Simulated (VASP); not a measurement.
Wanted: the native input for a VASP 6.6.1 run.

* Task: single point
* Functional: PBE
* Potentials or basis: VASP PAW PBE potentials, release 64 (Si, W_sv, O)
* Cutoff: 520 eV
* k mesh: 1 × 1 × 1
* Occupations: fermi-dirac, width 0.01 eV
* Spin: no spin polarisation
* Dipole correction: no
* Further INCAR settings: ALGO = Normal; EDIFF = 1e-06; NBANDS = 87

The structure of Si7WO16 (a cell with a defect) lies in POSCAR:

```
Si7WO16
1.0
    0.0000000000      5.0813926894      7.0944098913
    5.0813926894      0.0000000000      7.0944098913
    5.0813926894      5.0813926894      0.0000000000
Si W O
7 1 16
Direct
    0.2690812932      0.2547661132      0.4412536074
    0.7305353314      0.7468456860      0.9646046167
    0.0459684871      0.6891495970      0.1317015696
    0.5892273255      0.1494427744      0.6312895124
    0.4103291999      0.8519605125      0.3693032764
    0.9536179264      0.3124157576      0.8667219930
   -0.0002277402      0.0006708118      0.3065840094
    0.4996029212      0.5003861973      0.7821906631
    0.1519546710      0.2136432744      0.6793706911
    0.5583765473      0.7394732736      0.1690794561
    0.4975863007      0.2777222365      0.8115876754
    0.9888410190      0.8430031752      0.2575249101
    0.4404286845      0.2628325531      0.4670806953
    0.8465683635      0.7887397322      1.0452112769
    0.1976102251      0.8787900790      0.4089147192
    0.7770153294      0.3377964976      0.8027323273
    0.0114618160      0.1576792630      0.0887190928
    0.5020615507      0.7226334655      0.5858381409
    0.3735173464      0.0722642370      0.3226882321
    0.8869740721      0.5313204658      0.8798588648
    0.2214447479      0.6645110000      0.9155312119
    0.8016731069      0.1230102372      0.4845517028
    0.1137558046      0.4693860528      0.2959013127
    0.6273819431      0.9282996562      0.7668734333
```

One way to write it, as run:

INCAR

```
SYSTEM = Si7WO16
  PREC = Accurate
  ENCUT = 520
  EDIFF = 1E-6
  ISMEAR = -1
  SIGMA = 0.01
  LREAL = .FALSE.
  LASPH = .TRUE.
  NELM = 120
  ALGO = Normal
  ISIF = 2
  LWAVE = .FALSE.
  LCHARG = .FALSE.
  GGA = PE
  NBANDS = 87
  GGA_COMPAT = .FALSE.
```

KPOINTS

```
Automatic mesh
0
G
  1 1 1
  0 0 0
```

Potentials or basis: VASP PAW PBE potentials, release 64 (Si, W_sv, O).

The run is started by

```bash
$ cat potpaw_PBE.64/Si/POTCAR potpaw_PBE.64/W_sv/POTCAR potpaw_PBE.64/O/POTCAR > POTCAR
$ mpirun -np 1 vasp_gam > vasp.out
```

It gave:

```json
{
  "Pressure": "1.7 GPa",
  "Largest force": "0.163 eV/Å"
}
```

Caveat: the k points lie up to 0.98 Å⁻¹ apart.

It took 60 s on 1 thread of Intel(R) Xeon(R) Platinum 8488C (Sapphire Rapids), with other jobs on the host, peak memory 0.56 GiB.
